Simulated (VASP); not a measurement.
# Si5C4 in VASP: further runs

Aim: see how the results for Si5C4 move with the level of theory and the settings. Levels: PBE, LDA. Tasks: single point.

Program: VASP 6.6.1. These are calculated values, not measurements. Logs are shortened: lines on timing, memory, paths and dates and some standing lists are left out, and cuts for length are marked.

**1. The cell of the first run**

The cell holds a slab with vacuum, 9 atoms: a = 3.092 Å, b = 3.092 Å, c = 23.734 Å, α = 90.00°, β = 90.00°, γ = 120.00°.

**2. Single point, PBE, collinear spin**

The input, INCAR:

```
  PREC = Accurate
  ENCUT = 520
  EDIFF = 1E-6
  ISMEAR = 0
  SIGMA = 0.05
  LREAL = F
  LASPH = T
  NELM = 150
  ALGO = Normal
  ISIF = 2
  LWAVE = F
  LCHARG = F
  ISPIN = 2
  MAGMOM = 0 0 0 0 0 0 0 0 2
  LORBIT = 11
  LDIPOL = T
  IDIPOL = 3
  DIPOL = 0.5 0.5 0.373
  GGA = PE
  NBANDS = 32
```

The input, KPOINTS:

```
Automatic mesh
0
Gamma
  9 9 1
```

The input, POSCAR:

```
Si5C4
1.0
    3.0920147376      0.0000000000      0.0000000000
   -1.5460073688      2.6777633116      0.0000000000
    0.0000000000      0.0000000000     23.7337369325
C Si
4 5
Direct
    0.3333333333      0.6666666667      0.1685364598
    0.6666666667      0.3333333333      0.2754269373
    0.3333333333      0.6666666667      0.3835939576
    0.6666666667      0.3333333333      0.4915758428
    0.6666666667      0.3333333333      0.1950726408
    0.3333333333      0.6666666667      0.3019631184
    0.6666666667      0.3333333333      0.4085742396
    0.3333333333      0.6666666667      0.5154576781
    0.3333333333      0.6666666667      0.6180638514
```

Potentials or basis: VASP PAW PBE potentials, release 64 (C, Si).

Run with:

```bash
cat potpaw_PBE.64/C/POTCAR potpaw_PBE.64/Si/POTCAR > POTCAR
mpirun -np 1 vasp_std > vasp.out
```

OUTCAR:

```text
PREC = Accurate
   ENCUT = 520
   EDIFF = 1E-6
   ISMEAR = 0
   LREAL = F
   LASPH = T
   NELM = 150
   ISIF = 2
   ISPIN = 2
   LORBIT = 11
   GGA = PE

 ion  position               nearest neighbor table
   1  0.333  0.667  0.169-   5 1.89   5 1.89   5 1.89
   2  0.667  0.333  0.275-   6 1.89   6 1.89   6 1.89   5 1.91
   3  0.333  0.667  0.384-   7 1.88   7 1.88   7 1.88   6 1.94
   4  0.667  0.333  0.492-   8 1.87   8 1.87   8 1.87   7 1.97
   5  0.667  0.333  0.195-   1 1.89   1 1.89   1 1.89   2 1.91   6 3.10   6 3.10   6 3.10
   6  0.333  0.667  0.302-   2 1.89   2 1.89   2 1.89   3 1.94   7 3.10   7 3.10   7 3.10   5 3.10
                             5 3.10   5 3.10
   7  0.667  0.333  0.409-   3 1.88   3 1.88   3 1.88   4 1.97   6 3.10   6 3.10   6 3.10   8 3.10
                             8 3.10   8 3.10
   8  0.333  0.667  0.515-   4 1.87   4 1.87   4 1.87   9 2.44   7 3.10   7 3.10   7 3.10
   9  0.333  0.667  0.618-   8 2.44

  LATTYP: Found a hexagonal cell.
 ALAT       =     3.0920147376
 C/A-ratio  =     7.6758162385

  Lattice vectors:

 A1 = (   3.0920147376,   0.0000000000,   0.0000000000)
 A2 = (  -1.5460073688,   2.6777633116,   0.0000000000)
 A3 = (   0.0000000000,   0.0000000000,  23.7337369325)

Analysis of symmetry for initial positions (statically):
=====================================================================
 Subroutine PRICEL returns:
 Original cell was already a primitive cell.

 Routine SETGRP: Setting up the symmetry group for a
 hexagonal supercell.

 Subroutine GETGRP returns: Found  6 space group operations
 (whereof  6 operations were pure point group operations)
 out of a pool of 24 trial point group operations.

The static configuration has the point symmetry C_3v.

Analysis of symmetry for dynamics (positions and initial velocities):
=====================================================================
 Subroutine PRICEL returns:
 Original cell was already a primitive cell.

 Routine SETGRP: Setting up the symmetry group for a
 hexagonal supercell.

 Subroutine GETGRP returns: Found  6 space group operations
 (whereof  6 operations were pure point group operations)
 out of a pool of 24 trial point group operations.

The dynamic configuration has the point symmetry C_3v.

Analysis of structural, dynamic, and magnetic symmetry:
=====================================================================
 Subroutine PRICEL returns:
 Original cell was already a primitive cell.

 Routine SETGRP: Setting up the symmetry group for a
 hexagonal supercell.

 Subroutine GETGRP returns: Found  6 space group operations
 (whereof  6 operations were pure point group operations)
 out of a pool of 24 trial point group operations.

The overall configuration has the point symmetry C_3v.

 Subroutine INISYM returns: Found  6 space group operations
 (whereof  6 operations are pure point group operations),
 and found     1 'primitive' translations

----------------------------------------------------------------------------------------

                                     Primitive cell

  volume of cell :     196.5078

  direct lattice vectors                    reciprocal lattice vectors
     3.092014738  0.000000000  0.000000000     0.323413724  0.186723000  0.000000000
    -1.546007369  2.677763312  0.000000000     0.000000000  0.373446001  0.000000000
     0.000000000  0.000000000 23.733736933     0.000000000  0.000000000  0.042134115

  length of vectors
     3.092014738  3.092014738 23.733736933     0.373446001  0.373446001  0.042134115

  position of ions in fractional coordinates (direct lattice)
     0.333333333  0.666666667  0.168536460
     0.666666667  0.333333333  0.275426937
     0.333333333  0.666666667  0.383593958
     0.666666667  0.333333333  0.491575843
     0.666666667  0.333333333  0.195072641
     0.333333333  0.666666667  0.301963118
     0.666666667  0.333333333  0.408574240
     0.333333333  0.666666667  0.515457678
     0.333333333  0.666666667  0.618063851

  ion indices of the primitive-cell ions
   primitive index   ion index
                 1           1
                 2           2
                 3           3
                 4           4
                 5           5
                 6           6
                 7           7
                 8           8
                 9           9

----------------------------------------------------------------------------------------

 KPOINTS: Automatic mesh

Automatic generation of k-mesh.
 Grid dimensions read from file:
 generate k-points for:    9    9    1

 Generating k-lattice:

  Cartesian coordinates                     Fractional coordinates (reciprocal lattice)
     0.035934858  0.020747000  0.000000000     0.111111111  0.000000000  0.000000000
     0.000000000  0.041494000  0.000000000     0.000000000  0.111111111  0.000000000
     0.000000000  0.000000000  0.042134115     0.000000000  0.000000000  1.000000000

  Length of vectors
     0.041494000  0.041494000  0.042134115

  Shift w.r.t. Gamma in fractional coordinates (k-lattice)
     0.000000000  0.000000000  0.000000000

 Subroutine IBZKPT returns following result:
 ===========================================

 Found     12 irreducible k-points:

 Following reciprocal coordinates:
            Coordinates               Weight
  0.000000  0.000000  0.000000      1.000000
  0.111111  0.000000  0.000000      6.000000
  0.222222 -0.000000  0.000000      6.000000
  0.333333  0.000000  0.000000      6.000000
  0.444444 -0.000000  0.000000      6.000000
  0.111111  0.111111  0.000000      6.000000
  0.222222  0.111111  0.000000     12.000000
  0.333333  0.111111  0.000000     12.000000
  0.444444  0.111111  0.000000      6.000000
  0.222222  0.222222  0.000000      6.000000
  0.333333  0.222222  0.000000     12.000000
  0.333333  0.333333  0.000000      2.000000
   k-points           NKPTS =     12   k-points in BZ     NKDIM =     12   number of bands    NBANDS=     32
   number of dos      NEDOS =    301   number of ions     NIONS =      9
   total plane-waves  NPLWV = 103680
   dimension x,y,z NGX =    24 NGY =   24 NGZ =  180
   dimension x,y,z NGXF=    48 NGYF=   48 NGZF=  360
   ions per type =               4   5
   NGX,Y,Z   is equivalent  to a cutoff of  12.90, 12.90, 12.61 a.u.
   NGXF,Y,Z  is equivalent  to a cutoff of  25.81, 25.81, 25.22 a.u.
 SYSTEM =  unknown system
   PREC   = accura    normal or accurate (medium, high low for compatibility)
   ISTART =      0    job   : 0-new  1-cont  2-samecut
   ICHARG =      2    charge: 1-file 2-atom 10-const
   ISPIN  =      2    spin polarized calculation?
   LNONCOLLINEAR =      F non collinear calculations
   LSORBIT =      F    spin-orbit coupling
   LASPH  =      T    aspherical Exc in radial PAW
   ENCUT  =  520.0 eV  38.22 Ry    6.18 a.u.   5.75  5.75 44.13*2*pi/ulx,y,z
   NELM   =    150;   NELMIN=  2; NELMDL= -5     # of ELM steps
   EDIFF  = 0.1E-05   stopping-criterion for ELM
   LREAL  =      F    real-space projection
   EDIFFG = 0.1E-04   stopping-criterion for IOM
   NSW    =      0    number of steps for IOM
   IBRION =     -1    ionic relax: 0-MD 1-quasi-New 2-CG
   NFREE  =      0    steps in history (QN), initial steepest desc. (CG)
   ISIF   =      2    stress and relaxation
   ISYM   =      2    0-nonsym 1-usesym 2-fastsym
   POTIM  = 0.5000    time-step for ionic-motion
   TEBEG  =    0.0;   TEEND  =   0.0 temperature during run
   PSTRESS=    0.0 pullay stress
   NELECT =      36.0000    total number of electrons
   NUPDOWN=      -1.0000    fix difference up-down
   EMIN   =  10.00;   EMAX   =-10.00  energy-range for DOS
   EFERMI =   0.00;   METHOD = LEGACY
   ISMEAR =     0;   SIGMA  =   0.05  broadening in eV -4-tet -1-fermi 0-gaus
   EFERMI_NEDOS =   21; number of points for ismear=-14 and -15
   IALGO  =     38    algorithm
   IMIX   =      4    mixing-type and parameters
     AMIX     =   0.40;   BMIX     =  1.00
     AMIX_MAG =   1.60;   BMIX_MAG =  1.00
  volume/ion in A,a.u.               =      21.83       147.34
  Fermi-wavevector in a.u.,A,eV,Ry     =   0.929785  1.757038 11.762230  0.864500
  Thomas-Fermi vector in A             =   2.056104
   LORBIT       =     11    0 simple, 1 ext, 2 COOP (PROOUT), +10 PAW based schemes
   GGA     = PE    functional components
   LHFCALC =     F    Hartree Fock is set to
   AEXX    =    0.0000 exact exchange contribution
   IVDW    =     0    specifies the selected vdW correction
   LEPSILON=     F    determine dielectric tensor
   LRPA    =     F    only Hartree local field effects (RPA)
 spin polarized calculation
 Gauss-broadening in eV      SIGMA  =   0.05
  energy-cutoff  :      520.00
  volume of cell :      196.51
 maximum number of plane-waves:      5306
 NGX is ok and might be reduce to    24
   NGX = 11   NGY = 11   NGZ = 89

 dipolmoment           0.000000      0.000000      0.092962 electrons x Angstroem

 number of electron      36.0000001 magnetization       0.1248806

 number of electron      36.0000001 magnetization      -0.9560395

 dipolmoment           0.000000      0.000000     -0.010665 electrons x Angstroem

 Free energy of the ion-electron system (eV)
  ---------------------------------------------------
  ext. energy  EPLUGINS =         0.00000000
  ---------------------------------------------------
  free energy    TOTEN  =       -61.89190826 eV

  energy without entropy =      -61.89025415  energy(sigma->0) =      -61.89108120

 E-fermi :   1.7511     XC(G=0):  -6.4961

 val. band max:        1.7176137340   @ k =   0.3333   0.3333   0.0000
 cond. band min:       1.7741659507   @ k =   0.3333   0.3333   0.0000
 fundamental gap:      0.0565522168
 Fermi energy:         1.7510810263

 spin component 1

 k-point     1 :       0.0000    0.0000    0.0000
  band No.  band energies     occupation
      1     -14.2395      1.00000
      2     -13.3451      1.00000
      3     -12.2048      1.00000
      4     -10.9117      1.00000
      5      -7.8327      1.00000
      6      -6.2465      1.00000
[... 385 lines left out ...]
     29       9.6922      0.00000
     30      10.4661      0.00000
 Fermi energy:         1.7510810263

 spin component 2

 k-point     1 :       0.0000    0.0000    0.0000
  band No.  band energies     occupation
      1     -14.3010      1.00000
      2     -13.4461      1.00000
      3     -12.3257      1.00000
      4     -11.2327      1.00000
      5      -7.8391      1.00000
      6      -6.3863      1.00000
[... 385 lines left out ...]
     29       9.5155      0.00000
     30      10.3787      0.00000
 [bands above 30 left out]

------------------------ aborting loop because EDIFF is reached ----------------------------------------

 vacuum level on the upper side and lower side of the slab       (xc-potential included)        -0.226         0.126

  FORCE on cell =-STRESS in cart. coord.  units (eV):
  Direction    XX          YY          ZZ          XY          YZ          ZX
  --------------------------------------------------------------------------------------
  -------------------------------------------------------------------------------------
  Total       -1.3959334     -1.3959334     -1.9974153      0.0000000      0.0000000     -0.0000000
  in kB      -11.3813929    -11.3813929    -16.2854243      0.0000000      0.0000000     -0.0000000
  external PRESSURE =     -13.0160700 kB  Pullay stress =       0.0000000 kB

 VOLUME and BASIS-vectors are now :
 -----------------------------------------------------------------------------
  energy-cutoff  :      520.00
  volume of cell :      196.51
      direct lattice vectors                 reciprocal lattice vectors
     3.092014738  0.000000000  0.000000000     0.323413724  0.186723000  0.000000000
    -1.546007369  2.677763312  0.000000000     0.000000000  0.373446001  0.000000000
     0.000000000  0.000000000 23.733736933     0.000000000  0.000000000  0.042134115

 POSITION                                       TOTAL-FORCE (eV/Angst)
 -----------------------------------------------------------------------------------
     -0.00000      1.78518      4.00000         0.000000      0.000000      2.459768
      1.54601      0.89259      6.53691        -0.000000      0.000000      0.544190
     -0.00000      1.78518      9.10412        -0.000000     -0.000000     -0.793281
      1.54601      0.89259     11.66693         0.000000     -0.000000     -1.430569
      1.54601      0.89259      4.62980        -0.000000     -0.000000     -2.719978
     -0.00000      1.78518      7.16671        -0.000000      0.000000     -0.008894
      1.54601      0.89259      9.69699         0.000000     -0.000000      1.033114
     -0.00000      1.78518     12.23374         0.000000     -0.000000      0.921464
     -0.00000      1.78518     14.66896        -0.000000      0.000000     -0.005814
 -----------------------------------------------------------------------------------
    total drift:                               -0.000000     -0.000000      0.000068

  FREE ENERGIE OF THE ION-ELECTRON SYSTEM (eV)
  ---------------------------------------------------
  free  energy   TOTEN  =       -61.8919082582 eV

  energy  without entropy=      -61.8902541515  energy(sigma->0) =      -61.89108120

 vacuum level on the upper side and lower side of the slab         6.844         7.221

 total charge

# of ion       s       p       d       tot
------------------------------------------
    1        0.863   1.536   0.000   2.398
    2        0.842   1.683   0.000   2.526
    3        0.838   1.694   0.000   2.533
    4        0.841   1.680   0.000   2.521
    5        0.707   0.966   0.000   1.673
    6        0.707   0.947   0.000   1.654
    7        0.709   0.949   0.000   1.657
    8        0.722   0.963   0.000   1.685
    9        0.855   0.657   0.000   1.512
--------------------------------------------------
tot          7.084  11.076   0.000  18.160

 magnetization (x)

# of ion       s       p       d       tot
------------------------------------------
    1       -0.048  -0.330   0.000  -0.378
    2       -0.009  -0.059   0.000  -0.068
    3       -0.001  -0.012   0.000  -0.013
    4       -0.000  -0.004   0.000  -0.004
    5        0.003   0.010   0.000   0.013
    6       -0.003  -0.004   0.000  -0.007
    7       -0.000  -0.000   0.000  -0.001
    8        0.000   0.002   0.000   0.002
    9        0.003   0.004   0.000   0.006
--------------------------------------------------
tot         -0.054  -0.395   0.000  -0.449
```

Run time: 14 min. Hardware: 1 thread of Intel Xeon 8259CL, shared host; peak memory 0.45 GiB.

What came out:

```
Free energy                                           : -61.8919 eV
Largest force                                         : 2.720 eV/Å
Net moment                                            : -0.96 μB per cell
Site moments                                          : C -0.38, -0.07, -0.01, -0.00; Si +0.01, -0.01, -0.00, +0.00 (each value once) μB
Valence electrons inside the program's atomic spheres : C 2.40, 2.53, 2.52 (each value once); Si 1.67, 1.65, 1.66, 1.69, 1.51
```

Forces in eV/Å, atoms in the order of the input:
```
C    0.000  0.000  2.460
C    0.000  0.000  0.544
C    0.000  0.000 -0.793
C    0.000  0.000 -1.431
Si   0.000  0.000 -2.720
Si   0.000  0.000 -0.009
Si   0.000  0.000  1.033
Si   0.000  0.000  0.921
Si   0.000  0.000 -0.006
```

Levels at points of the mesh, in eV from the Fermi level:
Spin up:
```tsv
k point	band 13	band 14	band 15	band 16	band 17	band 18	band 19	band 20	band 21	band 22
(0.00, 0.00, 0.00)	-1.32	-1.14	-1.14	-0.11	-0.11	-0.11	3.69	4.11	5.00	5.40
```
Spin down:
```tsv
k point	band 15	band 16	band 17	band 18	band 19	band 20	band 21	band 22
(0.00, 0.00, 0.00)	-1.16	-0.84	-0.49	-0.49	3.71	4.05	4.91	5.17
```

Caveat: a moment this small can come from the mesh or the smearing.

**3. Single point, PBE, collinear spin**

The input, INCAR:

```
ALGO     = Normal         # electronic algorithm
DIPOL    = 0.5 0.5 0.372
EDIFF    = 1E-6           # SCF threshold, eV
ENCUT    = 520            # plane-wave cutoff, eV
GGA      = PE             # functional
IDIPOL   = 3            
ISIF     = 2              # what is computed and relaxed
ISMEAR   = 0              # smearing method
ISPIN    = 2              # spin polarisation
LASPH    = T              # aspherical terms in the spheres
LCHARG   = T              # write CHGCAR
LDIPOL   = T            
LELF     = T              # ELF
LORBIT   = 11             # projections on sites
LREAL    = F              # projectors in reciprocal space
LVACPOTAV= T            
LVHAR    = T            
LWAVE    = F              # write WAVECAR
MAGMOM   = 0 0 0 0 0 0 0 0 2 # initial moments
NBANDS   = 32             # bands
NELM     = 150            # most SCF steps
PREC     = Accurate       # precision mode
SIGMA    = 0.05           # smearing width, eV
```

The input, KPOINTS:

```
k-points
0
Gamma
  9 9 1
```

Edit POSCAR of step 2 so:

```diff
@@ -16,2 +16,2 @@
     0.3333333333      0.6666666667      0.5154576781
-    0.3333333333      0.6666666667      0.6180638514
+    0.6666666667      1.3333333333      0.6102435892
```

Potentials or basis: VASP PAW PBE potentials, release 64 (C, Si).

Run with:

```bash
cat potpaw_PBE.64/C/POTCAR potpaw_PBE.64/Si/POTCAR > POTCAR
mpirun -np 1 vasp_std > vasp.out
```

Wall time 13 min (1 thread of Intel Xeon 8259CL, shared host); peak memory 0.44 GiB.

It converged, with:

| Item | Value |
| --- | --- |
| Free energy | -60.9176 eV |
| Largest force | 2.845 eV/Å |
| Band gap on the k mesh | zero (filled and empty bands overlap) |
| Net moment | 0.00 μB per cell |
| Valence electrons inside the program's atomic spheres | C 2.39, 2.53, 2.52 (each value once); Si 1.66, 1.65, 1.64, 1.48 (each value once) |

Forces in eV/Å, atoms in the order of the input:
```
C    0.000  0.000  2.346
C    0.000  0.000  1.109
C    0.000  0.000 -0.051
C    0.000  0.000 -1.356
Si   0.000  0.000 -2.845
Si   0.000  0.000 -0.551
Si   0.000  0.000  0.015
Si   0.000  0.000  1.365
Si   0.000  0.000 -0.031
```

Levels at points of the mesh, in eV from the Fermi level:
Spin up:
| k point | band 14 | band 15 | band 16 | band 17 | band 18 | band 19 | band 20 | band 21 | band 22 | band 23 |
| --- | --- | --- | --- | --- | --- | --- | --- | --- | --- | --- |
| (0.00, 0.00, 0.00) | -1.25 | -1.25 | -0.32 | 0.17 | 0.17 | 3.25 | 3.63 | 4.52 | 5.11 | 5.20 |
Spin down:
```tsv
k point	band 16	band 17	band 18	band 19	band 20	band 21
(0.00, 0.00, 0.00)	-0.32	0.17	0.17	3.25	3.63	4.52
```

(Part 1 of 2 ends here.)

The gap in the log of VASP goes by the Fermi energy; the results here count the filled bands.